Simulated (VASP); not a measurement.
A run of VASP 6.6.1 is set up as follows.

Contents of INCAR:

```
  PREC = Accurate
  ENCUT = 520
  EDIFF = 1E-7
  ISMEAR = 0
  SIGMA = 0.15
  LREAL = False
  LASPH = True
  NELM = 150
  ALGO = Normal
  ISIF = 2
  LWAVE = False
  LCHARG = True
  ISPIN = 2
  MAGMOM = 0.7
  LORBIT = 11
  LMAXMIX = 4
  GGA = CA
  LELF = True
  LVHAR = True
  NBANDS = 15
```

KPOINTS

```
Automatic mesh
0
Gamma
  22 22 22
```

POSCAR

```
Ni
1.0
    0.0000000000      2.0288693477      1.4553071270
    1.6522016207      0.0000000000      1.4553071270
    1.6522016207      2.0288693477      0.0000000000
Ni
1
Direct
    0.0000000000      0.0000000000      0.0000000000
```

Potentials or basis: VASP PAW LDA potentials, release 64 (Ni).

Command:

```sh
$ cat potpaw_LDA.64/Ni/POTCAR > POTCAR
$ mpirun -np 1 vasp_std > vasp.out
```

(1) What does it give for the net moment?

(2) What does it give for the site moments?

Answers

(1) 0.38 μB per cell.

(2) Ni +0.38 μB.

Caveat: the cell differs from its parent crystal (strain +e along x and -e along y -0.1100, strain +e along z and -e/2 along x and y -0.1500).
